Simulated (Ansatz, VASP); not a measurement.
One calculation of KTaO3, two programs

```xyz
5
Lattice="4.0245 0.0000 0.0000 0.0000 4.0245 0.0000 0.0000 0.0000 4.0245" Properties=species:S:1:pos:R:3 pbc="T T T"
K     2.0123    2.0123    2.0123
Ta    0.0000    0.0000    0.0000
O     2.0123    0.0000    0.0000
O     0.0000    2.0123    0.0000
O     0.0000    0.0000    2.0123
```

Alike in both runs: functional PBE; k mesh 8 × 8 × 8; occupations gaussian, width 0.02 eV; no spin polarisation.

Ansatz relaxed the structure, and its values are those at the end. VASP's run is a single point on that final structure, the one shown.

|  | VASP | Ansatz |
| --- | --- | --- |
| version | VASP 6.6.1 | Ansatz 0.2.0 |
| potentials or method | VASP PAW PBE potentials, release 64 (K_sv, Ta_pv, O), cutoff 520 eV | scalar-relativistic, plane waves, PAW |
| valence electrons in the cell | 38 | 40 |

|  | VASP | Ansatz | Ansatz less VASP |
| --- | --- | --- | --- |
| gap on the k mesh at the Fermi level (eV) | 2.12 | 2.16 | +0.046 |
| least direct gap on the mesh (eV) | 2.75 | 2.78 | +0.036 |
| pressure (GPa) | 0.6 | 0.0 | -0.58 |

The functional is the same, so the differences come from potentials, cutoffs and numerics. VASP's potentials hold 38 valence electrons a cell and Ansatz's 40, so a difference there can come from the potentials and not from the codes.

Neither program's run includes spin-orbit coupling.
